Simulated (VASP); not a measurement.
**SrTiO3: single point with PBE**

SrTiO3:

```
CELL_PARAMETERS angstrom
4.06347 0.00000 0.00000
0.00000 4.06347 0.00000
0.00000 0.00000 4.06347
ATOMIC_POSITIONS crystal
Sr 0.50000 0.50000 0.50000
Ti 0.00000 0.00000 0.00000
O 0.50000 0.00000 0.00000
O 0.00000 0.50000 0.00000
O 0.00000 0.00000 0.50000
```

- Program: VASP 6.6.1
- Task: single point
- Functional: PBE
- Potentials or basis: VASP PAW PBE potentials, release 64 (Sr_sv, Ti_sv, O)
- Cutoff: 520 eV
- k mesh: 8 × 8 × 8
- Occupations: gaussian, width 0.02 eV
- Spin: no spin polarisation
- Dipole correction: no
- Further INCAR settings: ALGO = Normal; EDIFF = 1e-07; NBANDS = 28

```yaml
Pressure: -12.7 GPa
Band_gap_on_the_k_mesh: 1.63 eV (least direct gap 2.03 eV)
```

Levels at points of the mesh, in eV from the valence-band top:
| k point | band 16 | band 17 | band 18 | band 19 | band 20 | band 21 | band 22 | band 23 | band 24 | band 25 |
| --- | --- | --- | --- | --- | --- | --- | --- | --- | --- | --- |
| (0.00, 0.00, 0.00) | -0.98 | -0.98 | -0.40 | -0.40 | -0.40 | 1.63 | 1.63 | 1.63 | 3.50 | 3.50 |
| (0.50, 0.00, 0.00) | -2.07 | -2.07 | -1.65 | -0.72 | -0.72 | 1.75 | 3.19 | 3.19 | 3.51 | 5.37 |
| (0.50, 0.50, 0.00) | -2.44 | -1.77 | -1.44 | -1.44 | -0.08 | 3.19 | 3.19 | 3.60 | 4.31 | 7.09 |
| (0.50, 0.50, 0.50) | -3.39 | -3.39 | 0.00 | 0.00 | 0.00 | 3.75 | 3.75 | 3.75 | 6.48 | 6.48 |

It took 95 s on 1 thread of Intel Xeon 8259CL (shared host), peak memory 0.21 GiB.

Caveat: the cell stands under tension. A k mesh can miss the band edges.
